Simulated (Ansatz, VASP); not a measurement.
# One calculation of CoSi2, two programs

```
Co Si
1.0
     0.00000    2.64895    2.74262
     2.64895    0.00000    2.74262
     2.64895    2.64895    0.00000
Co Si
1 2
Direct
  0.00000 0.00000 0.00000
  0.22705 0.22705 0.27295
  0.77295 0.77295 0.72705
```

Change from the starting cell: mode 6 frozen in at -0.123 Å, strain +e along z and -e/2 along x and y +0.0233.

Alike in both runs: task single point; functional PBE; k mesh 12 × 12 × 12; occupations gaussian, width 0.15 eV; no spin polarisation.

|  | VASP | Ansatz |
| --- | --- | --- |
| version | VASP 6.6.1 | Ansatz 0.2.0 |
| potentials or method | VASP PAW PBE potentials, release 64 (Co, Si), cutoff 520 eV | scalar-relativistic, plane waves, PAW |
| valence electrons in the cell | 17 | 25 |

|  | VASP | Ansatz | Ansatz less VASP |
| --- | --- | --- | --- |
| gap on the k mesh at the Fermi level (eV) | none | none | - |
| pressure (GPa) | 2.2 | 2.4 | +0.24 |
| traceless stress, the component that is largest in VASP (GPa) | 9.52 | 9.53 | +0.011 |
| rms of the force components (eV/Å) | 0.632 | 0.634 | +0.0025 |

Atom by atom the forces differ by 0.002 eV/Å (rms over components). A gap of «none» marks a metal or a gap that the smearing closes. VASP's potentials hold 17 valence electrons a cell and Ansatz's 25, so a difference there can come from the potentials and not from the codes.
